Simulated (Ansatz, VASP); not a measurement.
One calculation of KI, two programs

```
CELL_PARAMETERS angstrom
0.22499 3.60730 3.60730
3.60730 0.22499 3.60730
3.60730 3.60730 0.22499
ATOMIC_POSITIONS crystal
K 0.00000 0.00000 0.00000
I 0.50000 0.50000 0.50000
```

Change from the starting cell: epitaxial_111 strain -4.6%.

Alike in both runs: task single point; functional r2SCAN; k mesh 6 × 6 × 6; no spin polarisation.

|  | VASP | Ansatz |
| --- | --- | --- |
| version | VASP 6.6.1 | Ansatz 0.2.0 |
| potentials or method | VASP PAW PBE potentials, release 64 (K_sv, I) | plane waves, PAW |
| plane-wave cutoff (eV) | 520 | 500 |
| occupations | gaussian, width 0.01 eV | fixed |
| valence electrons in the cell | 16 | 26 |

|  | VASP | Ansatz | Ansatz less VASP |
| --- | --- | --- | --- |
| gap on the k mesh at the Fermi level (eV) | 4.53 | 4.54 | +0.003 |
| pressure (GPa) | 0.6 | 0.6 | 0.00 |
| traceless stress, the component that is largest in VASP (GPa) | -0.29 | -0.29 | -0.001 |

VASP's potentials were made for PBE, not for r2SCAN. VASP's potentials hold 16 valence electrons a cell and Ansatz's 26, so a difference there can come from the potentials and not from the codes.

Neither program's run includes spin-orbit coupling.
